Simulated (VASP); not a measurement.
Input of a VASP 6.6.1 run:

Contents of INCAR:

```
PREC     = Accurate       # precision mode
ENCUT    = 600            # plane-wave cutoff, eV
EDIFF    = 1E-6           # SCF threshold, eV
ISMEAR   = 0              # smearing method
SIGMA    = 0.01           # smearing width, eV
LREAL    = False          # projectors in reciprocal space
LASPH    = True           # aspherical terms in the spheres
NELM     = 120            # most SCF steps
ALGO     = Normal         # electronic algorithm
ISIF     = 2              # what is computed and relaxed
LWAVE    = False          # write WAVECAR
LCHARG   = False          # write CHGCAR
GGA      = PE             # functional
NBANDS   = 11             # bands
GGA_COMPAT= False
```

Contents of KPOINTS:

```
regular mesh
0
Gamma
  5 5 5
```

File POSCAR:

```
MgO
1.0
    0.0000000000      2.1085000000      2.1085000000
    2.1085000000      0.0000000000      2.1085000000
    2.1085000000      2.1085000000      0.0000000000
Mg O
1 1
Direct
    0.0000000000      0.0000000000      0.0000000000
    0.5000000000      0.5000000000      0.5000000000
```

Potentials or basis: VASP PAW PBE potentials, release 64 (Mg, O).

Run with:

```sh
$ cat potpaw_PBE.64/Mg/POTCAR potpaw_PBE.64/O/POTCAR > POTCAR
$ mpirun -np 1 vasp_std > vasp.out
```

**Question.** What does it give for the band gap on the k mesh?

**Answer.** 4.69 eV, direct.

**Question.** Predict the pressure.

**Answer.** 3.1 GPa.

Caveat: the k points lie up to 0.52 Å⁻¹ apart. PBE gaps usually lie below the measured ones, often by a third to a half.
